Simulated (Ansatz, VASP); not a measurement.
# Pt in VASP and in Ansatz

```
Pt
1.0
     2.27558    0.00000    0.00000
     0.00000    2.27558    0.00000
     0.00000    0.00000    2.27558
Pt
1
Direct
  0.00000 0.00000 0.00000
```

Change from the starting cell: volume scaled by 0.68, LAPW.

Alike in both runs: task single point; functional PBEsol; k mesh 15 × 15 × 15; occupations fermi-dirac, width 0.1 eV; no spin polarisation.

|  | VASP | Ansatz |
| --- | --- | --- |
| version | VASP 6.6.1 | Ansatz 0.2.0 |
| potentials or method | VASP PAW PBE potentials, release 64 (Pt), cutoff 520 eV | all-electron LAPW, scalar-relativistic |

```csv
,VASP,Ansatz,Ansatz less VASP
pressure (GPa),224.6,225.4,+0.80
```

VASP's potentials were made for PBE, not for PBEsol. Both programs put the cell under a high pressure, so it lies far from rest at this level. Ansatz ran all-electron here, and VASP with PAW potentials.

Neither program's run includes spin-orbit coupling. Noted on VASP's run: the cell as given lies far from equilibrium.
